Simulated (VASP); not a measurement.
A run of VASP 6.6.1 is set up as follows.

Contents of INCAR:

```
SYSTEM = P
PREC = Accurate ; ENCUT = 520
EDIFF = 1E-6 ; ISMEAR = 0
SIGMA = 0.1 ; LREAL = .FALSE.
LASPH = .TRUE. ; NELM = 80
ALGO = Normal ; ISIF = 2
LWAVE = .FALSE. ; LCHARG = .FALSE.
GGA = PE ; IVDW = 12
NBANDS = 12
```

File KPOINTS:

```
Automatic mesh
0
G
  15 15 15
  0 0 0
```

File POSCAR:

```
P
1.0
    1.7236262977      0.9951361071      2.9630530127
   -1.7236262977      0.9951361071      2.9630530127
    0.0000000000     -1.9902722139      2.9630530128
P
2
Direct
    0.2323148059      0.2323148059      0.2323148059
    0.7676851941      0.7676851941      0.7676851941
```

Potentials or basis: VASP PAW PBE potentials, release 64 (P).

Run with:

```bash
$ cat potpaw_PBE.64/P/POTCAR > POTCAR
$ mpirun -np 1 vasp_std > vasp.out
```

(1) Estimate the pressure.

(2) Estimate the band gap on the k mesh.

(3) What does it give for the dispersion energy per atom?

## Answers

(1) -2.1 GPa.

(2) zero (band 5 reaches 10.14 eV, above the bottom of band 6 at 9.03 eV).

(3) -0.464 eV.

Caveat: pairwise dispersion overbinds metals, which lowers pressure and volume.
